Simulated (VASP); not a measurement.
# Yb (P6_3/mmc) in VASP: further runs

The runs below take Yb through single point, with PBEsol.

Everything below comes from runs of VASP 6.6.1. Logs are shortened: lines on timing, memory, paths and dates and some standing lists are left out, and cuts for length are marked.

## Step 1: The cell of the first run

The structure is hexagonal, space group P6_3/mmc (No. 194). Conventional cell: a = 3.568 Å, b = 3.568 Å, c = 5.854 Å, α = 90.00°, β = 90.00°, γ = 120.00°. Yb (site symmetry -6m2) has 12 Yb at 3.57 to 3.58 Å within 4.7 Å.

This isn't the form of Yb at room conditions, which is fcc.

## Step 2: Single point, PBEsol

File INCAR:

```
PREC = Accurate
ENCUT = 520
EDIFF = 1E-7
ISMEAR = -1
SIGMA = 0.1
LREAL = False
LASPH = True
NELM = 100
ALGO = Normal
ISIF = 2
LWAVE = False
LCHARG = False
GGA = PS
NBANDS = 31
```

File KPOINTS:

```
regular mesh
0
Gamma
  9 9 5
```

File POSCAR:

```
Yb
1.0
    3.5682022951      0.0000000000      0.0000000000
   -1.7841011475      3.0901538334      0.0000000000
    0.0000000000      0.0000000000      5.8542939755
Yb
2
Direct
    0.3333333333      0.6666666667      0.2500000000
    0.6666666667      0.3333333333      0.7500000000
```

Potentials or basis: VASP PAW PBE potentials, release 64 (Yb).

Started as:

```console
$ cat potpaw_PBE.64/Yb/POTCAR > POTCAR
$ mpirun -np 1 vasp_std > vasp.out
```

OUTCAR:

```text
PREC = Accurate
   ENCUT = 520
   EDIFF = 1E-7
   ISMEAR = -1
   LREAL = False
   LASPH = True
   NELM = 100
   ISIF = 2
   GGA = PS

 ion  position               nearest neighbor table
   1  0.333  0.667  0.250-   2 3.58   2 3.58   2 3.58   2 3.58   2 3.58   2 3.58
   2  0.667  0.333  0.750-   1 3.58   1 3.58   1 3.58   1 3.58   1 3.58   1 3.58

  LATTYP: Found a hexagonal cell.
 ALAT       =     3.5682022951
 C/A-ratio  =     1.6406844375

  Lattice vectors:

 A1 = (   3.5682022951,   0.0000000000,   0.0000000000)
 A2 = (  -1.7841011475,   3.0901538334,   0.0000000000)
 A3 = (   0.0000000000,   0.0000000000,   5.8542939755)

Analysis of symmetry for initial positions (statically):
=====================================================================
 Subroutine PRICEL returns:
 Original cell was already a primitive cell.

 Routine SETGRP: Setting up the symmetry group for a
 hexagonal supercell.

 Subroutine GETGRP returns: Found 24 space group operations
 (whereof 12 operations were pure point group operations)
 out of a pool of 24 trial point group operations.

The static configuration has the point symmetry D_3d.
 The point group associated with its full space group is D_6h.

Analysis of symmetry for dynamics (positions and initial velocities):
=====================================================================
 Subroutine PRICEL returns:
 Original cell was already a primitive cell.

 Routine SETGRP: Setting up the symmetry group for a
 hexagonal supercell.

 Subroutine GETGRP returns: Found 24 space group operations
 (whereof 12 operations were pure point group operations)
 out of a pool of 24 trial point group operations.

The dynamic configuration has the point symmetry D_3d.
 The point group associated with its full space group is D_6h.

 Subroutine INISYM returns: Found 24 space group operations
 (whereof 12 operations are pure point group operations),
 and found     1 'primitive' translations

----------------------------------------------------------------------------------------

                                     Primitive cell

  volume of cell :      64.5512

  direct lattice vectors                    reciprocal lattice vectors
     3.568202295  0.000000000  0.000000000     0.280253169  0.161804242  0.000000000
    -1.784101147  3.090153833  0.000000000     0.000000000  0.323608485  0.000000000
     0.000000000  0.000000000  5.854293976     0.000000000  0.000000000  0.170814791

  length of vectors
     3.568202295  3.568202295  5.854293976     0.323608485  0.323608485  0.170814791

  position of ions in fractional coordinates (direct lattice)
     0.333333333  0.666666667  0.250000000
     0.666666667  0.333333333  0.750000000

  ion indices of the primitive-cell ions
   primitive index   ion index
                 1           1
                 2           2

----------------------------------------------------------------------------------------

 KPOINTS: regular mesh

Automatic generation of k-mesh.
 Grid dimensions read from file:
 generate k-points for:    9    9    5

 Generating k-lattice:

  Cartesian coordinates                     Fractional coordinates (reciprocal lattice)
     0.031139241  0.017978249  0.000000000     0.111111111  0.000000000  0.000000000
     0.000000000  0.035956498  0.000000000     0.000000000  0.111111111  0.000000000
     0.000000000  0.000000000  0.034162958     0.000000000  0.000000000  0.200000000

  Length of vectors
     0.035956498  0.035956498  0.034162958

  Shift w.r.t. Gamma in fractional coordinates (k-lattice)
     0.000000000  0.000000000  0.000000000

 Subroutine IBZKPT returns following result:
 ===========================================

 Found     36 irreducible k-points:

 Following reciprocal coordinates:
            Coordinates               Weight
  0.000000  0.000000  0.000000      1.000000
  0.111111 -0.000000  0.000000      6.000000
  0.222222  0.000000  0.000000      6.000000
  0.333333  0.000000  0.000000      6.000000
  0.444444  0.000000  0.000000      6.000000
  0.111111  0.111111  0.000000      6.000000
[... 16 lines left out ...]
  0.333333  0.222222  0.200000     24.000000
  0.333333  0.333333  0.200000      4.000000
 [... further k-points ...]
   k-points           NKPTS =     36   k-points in BZ     NKDIM =     36   number of bands    NBANDS=     31
   number of dos      NEDOS =    301   number of ions     NIONS =      2
   total plane-waves  NPLWV =  37632
   dimension x,y,z NGX =    28 NGY =   28 NGZ =   48
   dimension x,y,z NGXF=    56 NGYF=   56 NGZF=   96
   ions per type =               2
   NGX,Y,Z   is equivalent  to a cutoff of  13.05, 13.05, 13.63 a.u.
   NGXF,Y,Z  is equivalent  to a cutoff of  26.09, 26.09, 27.26 a.u.
 SYSTEM =  unknown system
   PREC   = accura    normal or accurate (medium, high low for compatibility)
   ISTART =      0    job   : 0-new  1-cont  2-samecut
   ICHARG =      2    charge: 1-file 2-atom 10-const
   ISPIN  =      1    spin polarized calculation?
   LNONCOLLINEAR =      F non collinear calculations
   LSORBIT =      F    spin-orbit coupling
   LASPH  =      T    aspherical Exc in radial PAW
   ENCUT  =  520.0 eV  38.22 Ry    6.18 a.u.   6.63  6.63 10.89*2*pi/ulx,y,z
   NELM   =    100;   NELMIN=  2; NELMDL= -5     # of ELM steps
   EDIFF  = 0.1E-06   stopping-criterion for ELM
   LREAL  =      F    real-space projection
   EDIFFG = 0.1E-05   stopping-criterion for IOM
   NSW    =      0    number of steps for IOM
   IBRION =     -1    ionic relax: 0-MD 1-quasi-New 2-CG
   NFREE  =      0    steps in history (QN), initial steepest desc. (CG)
   ISIF   =      2    stress and relaxation
   ISYM   =      2    0-nonsym 1-usesym 2-fastsym
   POTIM  = 0.5000    time-step for ionic-motion
   TEBEG  =    0.0;   TEEND  =   0.0 temperature during run
   PSTRESS=    0.0 pullay stress
   NELECT =      48.0000    total number of electrons
   NUPDOWN=      -1.0000    fix difference up-down
   EMIN   =  10.00;   EMAX   =-10.00  energy-range for DOS
   EFERMI =   0.00;   METHOD = LEGACY
   ISMEAR =    -1;   SIGMA  =   0.10  broadening in eV -4-tet -1-fermi 0-gaus
   EFERMI_NEDOS =   21; number of points for ismear=-14 and -15
   IALGO  =     38    algorithm
   IMIX   =      4    mixing-type and parameters
     AMIX     =   0.40;   BMIX     =  1.00
     AMIX_MAG =   1.60;   BMIX_MAG =  1.00
  volume/ion in A,a.u.               =      32.28       217.81
  Fermi-wavevector in a.u.,A,eV,Ry     =   1.483157  2.802761 29.929491  2.199756
  Thomas-Fermi vector in A             =   2.596854
   LORBIT       =      0    0 simple, 1 ext, 2 COOP (PROOUT), +10 PAW based schemes
   GGA     = PS    functional components
   LHFCALC =     F    Hartree Fock is set to
   AEXX    =    0.0000 exact exchange contribution
   IVDW    =     0    specifies the selected vdW correction
   LEPSILON=     F    determine dielectric tensor
   LRPA    =     F    only Hartree local field effects (RPA)
 non-spin polarized calculation
  energy-cutoff  :      520.00
  volume of cell :       64.55
 maximum number of plane-waves:      1762
 NGX is ok and might be reduce to    28
   NGX = 13   NGY = 13   NGZ = 21

 number of electron      48.0000003 magnetization

 Free energy of the ion-electron system (eV)
  ---------------------------------------------------
  ext. energy  EPLUGINS =         0.00000000
  ---------------------------------------------------
  free energy    TOTEN  =        -7.91543368 eV

  energy without entropy =       -7.72806294  energy(sigma->0) =       -7.82174831

 E-fermi :   1.7667     XC(G=0): -10.0642

 val. band max:        1.7578259360   @ k =   0.2222   0.2222   0.0000
 cond. band min:       1.8013527839   @ k =   0.3333   0.2222   0.0000
 fundamental gap:      0.0435268479
 Fermi energy:         1.7667222260

 k-point     1 :       0.0000    0.0000    0.0000
  band No.  band energies     occupation
      1     -49.9511      2.00000
      2     -49.9245      2.00000
      3     -22.5076      2.00000
      4     -22.0952      2.00000
      5     -22.0952      2.00000
      6     -22.0322      2.00000
[... 23 lines left out ...]
     30       5.3160      0.00000
     31       6.1545      0.00000

 k-point     2 :       0.1111   -0.0000    0.0000
  band No.  band energies     occupation
      1     -49.9483      2.00000
      2     -49.9230      2.00000
      3     -22.4888      2.00000
      4     -22.1396      2.00000
      5     -22.1089      2.00000
      6     -22.0784      2.00000
[... 23 lines left out ...]
     30       5.6003      0.00000
     31       5.6766      0.00000

 k-point     3 :       0.2222    0.0000    0.0000
  band No.  band energies     occupation
      1     -49.9408      2.00000
      2     -49.9196      2.00000
      3     -22.4371      2.00000
      4     -22.2522      2.00000
      5     -22.1910      2.00000
      6     -22.1424      2.00000
[... 23 lines left out ...]
     30       5.7559      0.00000
     31       5.7811      0.00000

 k-point     4 :       0.3333    0.0000    0.0000
  band No.  band energies     occupation
      1     -49.9316      2.00000
      2     -49.9163      2.00000
      3     -22.3801      2.00000
      4     -22.3668      2.00000
      5     -22.3126      2.00000
      6     -22.1789      2.00000
[... 23 lines left out ...]
     30       6.6847      0.00000
     31       7.0422      0.00000

 k-point     5 :       0.4444    0.0000    0.0000
  band No.  band energies     occupation
      1     -49.9248      2.00000
      2     -49.9150      2.00000
      3     -22.4630      2.00000
      4     -22.3889      2.00000
      5     -22.3050      2.00000
      6     -22.2020      2.00000
[... 23 lines left out ...]
     30       7.8392      0.00000
     31       8.5563      0.00000
[... 542 lines left out ...]
     30       7.4427      0.00000
     31       7.7480      0.00000

 k-point    22 :       0.2222    0.2222    0.2000
  band No.  band energies     occupation
      1     -49.9260      2.00000
      2     -49.9164      2.00000
      3     -22.4024      2.00000
      4     -22.3803      2.00000
      5     -22.2590      2.00000
      6     -22.2296      2.00000
[... 23 lines left out ...]
     30       6.5747      0.00000
     31       7.5684      0.00000

 k-point    23 :       0.3333    0.2222    0.2000
  band No.  band energies     occupation
      1     -49.9205      2.00000
      2     -49.9156      2.00000
      3     -22.4299      2.00000
      4     -22.3884      2.00000
      5     -22.2966      2.00000
      6     -22.2258      2.00000
[... 23 lines left out ...]
     30       7.0771      0.00000
     31       7.5552      0.00000

 k-point    24 :       0.3333    0.3333    0.2000
  band No.  band energies     occupation
      1     -49.9170      2.00000
      2     -49.9170      2.00000
      3     -22.3795      2.00000
      4     -22.3671      2.00000
      5     -22.3671      2.00000
      6     -22.2656      2.00000
[... 23 lines left out ...]
     30       7.2670      0.00000
     31       7.5938      0.00000

 [... further k-points ...]
[... 5 lines left out ...]
  --------------------------------------------------------------------------------------
  -------------------------------------------------------------------------------------
  Total       -0.1716888     -0.1716888     -0.0772417     -0.0000000     -0.0000000      0.0000000
  in kB       -4.2613621     -4.2613621     -1.9171604     -0.0000000     -0.0000000      0.0000000
  external PRESSURE =      -3.4799615 kB  Pullay stress =       0.0000000 kB

 VOLUME and BASIS-vectors are now :
 -----------------------------------------------------------------------------
  energy-cutoff  :      520.00
  volume of cell :       64.55
      direct lattice vectors                 reciprocal lattice vectors
     3.568202295  0.000000000  0.000000000     0.280253169  0.161804242  0.000000000
    -1.784101147  3.090153833  0.000000000     0.000000000  0.323608485  0.000000000
     0.000000000  0.000000000  5.854293976     0.000000000  0.000000000  0.170814791

 POSITION                                       TOTAL-FORCE (eV/Angst)
 -----------------------------------------------------------------------------------
     -0.00000      2.06010      1.46357         0.000000      0.000000      0.000000
      1.78410      1.03005      4.39072        -0.000000     -0.000000      0.000000
 -----------------------------------------------------------------------------------
    total drift:                                0.000000     -0.000000      0.000000

  FREE ENERGIE OF THE ION-ELECTRON SYSTEM (eV)
  ---------------------------------------------------
  free  energy   TOTEN  =        -7.9154336813 eV

  energy  without entropy=       -7.7280629445  energy(sigma->0) =       -7.82174831
```

It took 3.1 min on 1 thread of Intel Xeon 8259CL, shared host; peak memory 0.23 GiB.

What came out:

| Item | Value |
| --- | --- |
| Free energy | -7.9154 eV |
| Pressure | -0.3 GPa |
| Band gap on the k mesh | zero (bands 24 and 25 overlap by 0.31 eV) |

Caveat: the PAW data sets were made with another functional, which shifts forces and pressure a little; spin-orbit coupling is left out, which moves the levels of the heavy elements. Spin polarisation is off, so any magnetic state and its effect on volume and gap are missing.

## Step 3: Single point, PBEsol (28.40 Å³/atom)

This run uses another cell than the first one, of 28.40 Å³/atom.

File INCAR:

```
SYSTEM = Yb
  PREC = Accurate
  ENCUT = 520
  EDIFF = 1E-6
  ISMEAR = -1
  SIGMA = 0.1
  LREAL = .FALSE.
  LASPH = .TRUE.
  NELM = 80
  ALGO = Normal
  ISIF = 2
  LWAVE = .FALSE.
  LCHARG = .TRUE.
  GGA = PS
  LELF = .TRUE.
  LVHAR = .TRUE.
  NBANDS = 31
```

File KPOINTS:

```
Automatic mesh
0
G
  12 12 6
  0 0 0
```

File POSCAR:

```
Yb
1.0
    3.4193510661      0.0000000000      0.0000000000
   -1.7096755330      2.9612448877      0.0000000000
    0.0000000000      0.0000000000      5.6100760806
Yb
2
Direct
    0.3333333333      0.6666666667      0.2500000000
    0.6666666667      0.3333333333      0.7500000000
```

Potentials or basis: VASP PAW PBE potentials, release 64 (Yb).

Started as:

```console
$ cat potpaw_PBE.64/Yb/POTCAR > POTCAR
$ mpirun -np 1 vasp_std > vasp.out
```

Wall time 4.2 min (1 thread of Intel Xeon 8259CL, shared host); peak memory 0.26 GiB.

It converged, with:

```
Free energy            : -7.8480 eV
Pressure               : 4.1 GPa
Band gap on the k mesh : zero (bands 24 and 25 overlap by 0.50 eV)
```

Levels at points of the mesh, in eV from the Fermi level:
```
           k point  band 22  band 23  band 24  band 25  band 26  band 27
(0.00, 0.00, 0.00)    -0.45    -0.42    -0.41     1.08     3.01     3.05
(0.50, 0.00, 0.00)    -0.46    -0.44    -0.41    -0.26     0.49     2.13
(0.00, 0.00, 0.50)    -0.44    -0.42    -0.42     1.68     1.68     3.03
(0.50, 0.00, 0.50)    -0.46    -0.45    -0.45     0.67     0.67     2.13
```

Caveat: the cell stands under pressure; the PAW data sets were made with another functional, which shifts forces and pressure a little; spin-orbit coupling is left out, which moves the levels of the heavy elements.

## Step 4: Single point, PBEsol (29.69 Å³/atom)

This run uses another cell than the first one, of 29.69 Å³/atom.

File INCAR:

```
SYSTEM = Yb
PREC = Accurate
ENCUT = 520
EDIFF = 1E-6
ISMEAR = -1
SIGMA = 0.1
LREAL = .FALSE.
LASPH = .TRUE.
NELM = 60
ALGO = Normal
ISIF = 2
LWAVE = .FALSE.
LCHARG = .FALSE.
GGA = PS
NBANDS = 31
```

File KPOINTS:

```
regular mesh
0
G
  12 12 6
  0 0 0
```

File POSCAR:

```
Yb
1.0
    3.4703936819      0.0000000000      0.0000000000
   -1.7351968409      3.0054490897      0.0000000000
    0.0000000000      0.0000000000      5.6938209059
Yb
2
Direct
    0.3333333333      0.6666666667      0.2500000000
    0.6666666667      0.3333333333      0.7500000000
```

Started as:

```console
$ cat potpaw_PBE.64/Yb/POTCAR > POTCAR
$ mpirun -np 1 vasp_std > vasp.out
```

Run time: 4.4 min. Hardware: 1 thread of Intel Xeon 8259CL, shared host; peak memory 0.27 GiB.

It converged, with:

```
Free energy            : -7.8899 eV
Pressure               : 2.7 GPa
Band gap on the k mesh : zero (bands 24 and 25 overlap by 0.45 eV)
```

Levels at points of the mesh, in eV from the Fermi level:
| k point | band 21 | band 22 | band 23 | band 24 | band 25 | band 26 | band 27 | band 28 |
| --- | --- | --- | --- | --- | --- | --- | --- | --- |
| (0.00, 0.00, 0.00) | -0.45 | -0.45 | -0.42 | -0.41 | 0.91 | 2.96 | 3.00 | 3.00 |
| (0.50, 0.00, 0.00) | -0.47 | -0.46 | -0.44 | -0.42 | -0.24 | 0.39 | 2.04 | 2.81 |
| (0.00, 0.00, 0.50) | -0.44 | -0.44 | -0.42 | -0.42 | 1.64 | 1.64 | 2.98 | 2.98 |
| (0.50, 0.00, 0.50) | -0.46 | -0.46 | -0.45 | -0.45 | 0.64 | 0.64 | 1.98 | 1.98 |

Caveat: the PAW data sets were made with another functional, which shifts forces and pressure a little; spin-orbit coupling is left out, which moves the levels of the heavy elements.

## Step 5: Overview

```tsv
cell	k mesh	gap on the mesh (eV)	pressure (GPa)
a = 3.568, b = 3.568, c = 5.854 Å, angles 90.0, 90.0, 120.0°, 2 atoms	9 × 9 × 5	none	-0.3
a = 3.419, b = 3.419, c = 5.610 Å, angles 90.0, 90.0, 120.0°, 2 atoms	12 × 12 × 6	none	4.1
a = 3.470, b = 3.470, c = 5.694 Å, angles 90.0, 90.0, 120.0°, 2 atoms	12 × 12 × 6	none	2.7
```

Alike in all rows: task single point; level PBEsol; potentials or basis VASP PAW PBE potentials, release 64 (Yb); no spin polarisation; cutoff (eV) 520; smearing fermi-dirac 0.1 eV.

Caveats: the PAW data sets were made with another functional, which shifts forces and pressure a little; spin-orbit coupling is left out, which moves the levels of the heavy elements; the cell stands under pressure (at least some runs).

Total energies depend on the potentials used, so only differences within one code and one set of settings carry meaning.

The gap in the log of VASP goes by the Fermi energy; the results here count the filled bands.